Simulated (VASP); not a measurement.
Set up this calculation in VASP 6.6.1, as the native input.

```
Task                   : single point
Functional             : PBE
Potentials or basis    : VASP PAW PBE potentials, release 64 (V_sv, N)
Cutoff                 : 520 eV
k mesh                 : 18 × 18 × 18
Occupations            : gaussian, width 0.1 eV
Spin                   : collinear spin, ferromagnetic start
Starting moments       : [0.11, 0.0] μB
Dipole correction      : no
Further INCAR settings : ALGO = Normal; EDIFF = 1e-07; NBANDS = 20
```

The structure of VN lies in POSCAR:

```
VN
1.0
    0.0000000000      2.0582923491      2.0582923491
    2.0582923491      0.0000000000      2.0582923491
    2.0582923491      2.0582923491      0.0000000000
V N
1 1
Direct
    0.0000000000      0.0000000000      0.0000000000
    0.5000000000      0.5000000000      0.5000000000
```

The input as run:

INCAR

```
SYSTEM = VN
  ALGO = Normal
  EDIFF = 1E-7
  ENCUT = 520
  GGA = PE
  ISIF = 2
  ISMEAR = 0
  ISPIN = 2
  LASPH = .True.
  LCHARG = .False.
  LMAXMIX = 4
  LORBIT = 11
  LREAL = .False.
  LWAVE = .False.
  MAGMOM = 0.11 0
  NBANDS = 20
  NELM = 150
  PREC = Accurate
  SIGMA = 0.1
```

KPOINTS

```
k-points
0
Gamma
  18 18 18
  0 0 0
```

Potentials or basis: VASP PAW PBE potentials, release 64 (V_sv, N).

Command:

```bash
$ cat potpaw_PBE.64/V_sv/POTCAR potpaw_PBE.64/N/POTCAR > POTCAR
$ mpirun -np 1 vasp_std > vasp.out
```

It gave:

```yaml
Pressure: 0.7 GPa
Band_gap_on_the_k_mesh: zero (filled and empty bands overlap)
Net_moment: 0.00 μB per cell
Valence_electrons_inside_the_program's_atomic_spheres: V 11.67; N 3.76
```

Run time: 62 s on 1 thread of Intel(R) Xeon(R) 6975P-C (Granite Rapids) (shared host), peak memory 0.23 GiB.
